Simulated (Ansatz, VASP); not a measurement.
# Two plane-wave programs on Si

```
Si
1.0
     0.00000    2.73492    2.73492
     2.73492    0.00000    2.73492
     2.73492    2.73492    0.00000
Si
2
Direct
  0.00000 0.00000 0.00000
  0.25000 0.25000 0.25000
```

Alike in both runs: functional PBE; k mesh 10 × 10 × 10; occupations gaussian, width 0.02 eV; no spin polarisation.

Ansatz relaxed the structure, and its values are those at the end. VASP's run is a single point on that final structure, the one shown.

|  | VASP | Ansatz |
| --- | --- | --- |
| version | VASP 6.6.1 | Ansatz 0.2.0 |
| potentials or method | VASP PAW PBE potentials, release 64 (Si), cutoff 500 eV | scalar-relativistic, plane waves, PAW |
| valence electrons in the cell | 8 | 8 |

|  | VASP | Ansatz | Ansatz less VASP |
| --- | --- | --- | --- |
| gap on the k mesh at the Fermi level (eV) | 0.62 | 0.62 | -0.002 |
| least direct gap on the mesh (eV) | 2.56 | 2.55 | -0.005 |
| pressure (GPa) | -0.1 | 0.0 | +0.07 |

The functional is the same, so the differences come from potentials, cutoffs and numerics.
